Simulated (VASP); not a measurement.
C: single point with PBEsol

Crystal: C.

```xyz
2
Lattice="0.0000 1.7769 1.7769 1.7769 0.0000 1.7769 1.7769 1.7769 0.0000" Properties=species:S:1:pos:R:3 pbc="T T T"
C     2.6654    2.6654    2.6654
C     1.7769    1.7769    1.7769
```

```yaml
Program: VASP 6.6.1
Task: single point
Functional: PBEsol
Potentials_or_basis: VASP PAW PBE potentials, release 64 (C)
Cutoff: 600 eV
k_mesh: 12 × 12 × 12
Occupations: gaussian, width 0.02 eV
Spin: no spin polarisation
```

* Pressure: 0.4 GPa
* Band gap on the k mesh: 4.06 eV, indirect (least direct gap 5.57 eV)

Levels at points of the mesh, in eV from the valence-band top:
```tsv
k point	band 2	band 3	band 4	band 5	band 6	band 7
(0.00, 0.00, 0.00)	0.00	0.00	0.00	5.57	5.57	5.57
(0.50, 0.00, 0.00)	-13.59	-2.84	-2.84	8.43	8.43	8.99
(0.50, 0.50, 0.00)	-12.85	-6.40	-6.40	4.62	4.62	16.95
```

Run time: 8 s on 1 thread of Intel(R) Xeon(R) Platinum 8259CL CPU @ 2.50GHz (Skylake/Cascade Lake), on a shared host, peak memory 0.12 GiB.

Caveat: the PAW data sets were made with another functional, which shifts forces and pressure a little. A k mesh can miss the band edges.
